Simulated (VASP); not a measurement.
Runs of VASP 6.6.1 on P. The structure is that of space group R-3m (No. 166), or close to it. The cells are those of the table. 

```csv
level,potentials or basis,cell,k mesh,smearing,gap on the mesh (eV),pressure (GPa),largest force (eV/Å)
r2SCAN,"VASP PAW PBE potentials, release 64 (P)","a = 3.759 Å, angles 55.4°, 2 atoms",9 × 9 × 9,fermi-dirac 0.05 eV,none,-3.3,0.32
r2SCAN,"VASP PAW PBE potentials, release 64 (P)","a = 3.783 Å, angles 55.4°, 2 atoms",9 × 9 × 9,fermi-dirac 0.05 eV,none,(a),0.44
PBEsol,"VASP PAW PBE potentials, release 64 (P)","a = 3.783 Å, angles 55.4°, 2 atoms",9 × 9 × 9,fermi-dirac 0.05 eV,none,-6.3,0.14
PBE,"VASP PAW PBE potentials, release 64 (P)","a = 3.660 Å, angles 55.4°, 2 atoms",9 × 9 × 9,fermi-dirac 0.05 eV,none,5.4,0.44
LDA,"VASP PAW LDA potentials, release 64 (P)","a = 3.759 Å, angles 55.4°, 2 atoms",9 × 9 × 9,fermi-dirac 0.05 eV,none,-6.3,0.10
revPBE+D3(BJ),"VASP PAW PBE potentials, release 64 (P)","a = 3.710 Å, angles 55.4°, 2 atoms",7 × 7 × 7,fermi-dirac 0.025 eV,none,(b),0.02
r2SCAN,"VASP PAW PBE potentials, release 64 (P)","a = 3.629 Å, angles 56.7°, 2 atoms",9 × 9 × 9,fermi-dirac 0.05 eV,none,1.4,0.09
PBEsol,"VASP PAW PBE potentials, release 64 (P)","a = 3.710 Å, angles 55.4°, 2 atoms",9 × 9 × 9,fermi-dirac 0.05 eV,none,-1.8,0.24
LDA,"VASP PAW LDA potentials, release 64 (P)","a = 3.634 Å, angles 55.4°, 2 atoms",9 × 9 × 9,fermi-dirac 0.05 eV,none,2.7,0.54
PBEsol,"VASP PAW PBE potentials, release 64 (P)","a = 3.759 Å, angles 55.4°, 2 atoms",9 × 9 × 9,fermi-dirac 0.05 eV,none,-4.9,0.01
PBE,"VASP PAW PBE potentials, release 64 (P)","a = 3.783 Å, angles 55.4°, 2 atoms",9 × 9 × 9,fermi-dirac 0.05 eV,none,-3.3,0.21
PBEsol,"VASP PAW PBE potentials, release 64 (P)","a = 3.634 Å, angles 55.4°, 2 atoms",9 × 9 × 9,fermi-dirac 0.05 eV,none,4.4,0.65
```

Alike in all rows: task single point; no spin polarisation; cutoff (eV) 520.

Estimate the missing entries.

(a) -4.8; (b) -7.5.

Caveats: the PAW data sets were made with another functional, which shifts forces and pressure a little (some runs); pairwise dispersion overbinds metals, which lowers pressure and volume (some runs).

A gap of «none» marks levels without a gap at the run's occupations.
